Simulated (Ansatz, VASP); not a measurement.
## One calculation of Cs, two programs

```
CELL_PARAMETERS angstrom
5.50975 0.00000 0.00000
-2.75488 4.77159 0.00000
0.00000 0.00000 9.30329
ATOMIC_POSITIONS crystal
Cs 0.33333 0.66667 0.25000
Cs 0.66667 0.33333 0.75000
```

Alike in both runs: task single point; functional PBEsol; k mesh 9 × 9 × 6; occupations gaussian, width 0.1 eV; no spin polarisation.

```csv
,VASP,Ansatz
version,VASP 6.6.1,Ansatz 0.2.0
potentials or method,"VASP PAW PBE potentials, release 64 (Cs_sv), cutoff 520 eV","scalar-relativistic, plane waves, PAW"
valence electrons in the cell,18,18
```

|  | VASP | Ansatz | Ansatz less VASP |
| --- | --- | --- | --- |
| gap on the k mesh at the Fermi level (eV) | none | none | - |
| pressure (GPa) | -0.2 | -0.2 | +0.01 |

VASP's potentials were made for PBE, not for PBEsol. A gap of «none» marks a metal or a gap that the smearing closes.

Spin-orbit coupling is off throughout.
